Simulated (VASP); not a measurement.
A run of VASP 6.6.1:

File INCAR:

```
SYSTEM = PbS
  ALGO = Normal
  EDIFF = 1E-6
  ENCUT = 500
  GGA = PS
  GGA_COMPAT = .False.
  ISIF = 2
  ISMEAR = 1
  LASPH = .True.
  LCHARG = .False.
  LREAL = .False.
  LWAVE = .False.
  NBANDS = 17
  NELM = 120
  PREC = Accurate
  SIGMA = 0.5
```

The input KPOINTS:

```
k-points
0
Gamma
  6 6 6
  0 0 0
```

File POSCAR:

```
PbS
1.0
    0.0000000000      2.9705683225      2.9705683225
    2.9705683225      0.0000000000      2.9705683225
    2.9705683225      2.9705683225      0.0000000000
Pb S
1 1
Direct
    0.0000000000      0.0000000000      0.0000000000
    0.5000000000      0.5000000000      0.5000000000
```

Potentials or basis: VASP PAW PBE potentials, release 64 (Pb_d, S).

Command:

```sh
$ cat potpaw_PBE.64/Pb_d/POTCAR potpaw_PBE.64/S/POTCAR > POTCAR
$ mpirun -np 1 vasp_std > vasp.out
```

Hardware: 1 thread of Intel(R) Xeon(R) Platinum 8375C CPU @ 2.90GHz (Ice Lake) (shared host).

**Question.** Estimate the wall time of this run.

**Answer.** Run time: 12 s on 1 thread of Intel(R) Xeon(R) Platinum 8375C CPU @ 2.90GHz (Ice Lake) (shared host), peak memory 0.17 GiB. Counts: scf iterations 12, k points 16.
